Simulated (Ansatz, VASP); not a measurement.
One calculation of Hf3GeW, two programs

```xyz
5
Lattice="4.3692 0.0000 0.0000 -2.1846 3.7838 0.0000 0.0000 0.0000 5.2439" Properties=species:S:1:pos:R:3 pbc="T T T"
Hf    2.1846    1.2613    1.3053
Hf    2.1846    1.2613    3.9386
Hf    0.0000    0.0000    0.0000
Ge    0.0000    0.0000    2.6219
W     0.0000    2.5225    0.0000
```

Change from the starting cell: species swapped into the GaFe3As type (P-6m2, No. 187).

Alike in both runs: task single point; functional PBE; k mesh 6 × 6 × 4; occupations gaussian, width 0.1 eV; no spin polarisation.

|  | VASP | Ansatz |
| --- | --- | --- |
| version | VASP 6.6.1 | Ansatz 0.2.0 |
| potentials or method | VASP PAW PBE potentials, release 64 (Hf_pv, Ge_d, W_sv), cutoff 520 eV | scalar-relativistic, plane waves, PAW |
| valence electrons in the cell | 58 | 106 |

Ansatz gave:

- gap on the k mesh at the Fermi level (eV): none
- rms of the force components (eV/Å): 0.658

Question: Estimate VASP's values.

Answer: gap on the k mesh at the Fermi level (eV): none; rms of the force components (eV/Å): 0.636.

Atom by atom the forces differ by 0.021 eV/Å (rms over components). A gap of «none» marks a metal or a gap that the smearing closes. The functional is the same, so the differences come from potentials, cutoffs and numerics. VASP's potentials hold 58 valence electrons a cell and Ansatz's 106, so a difference there can come from the potentials and not from the codes.

Neither program's run includes spin-orbit coupling.
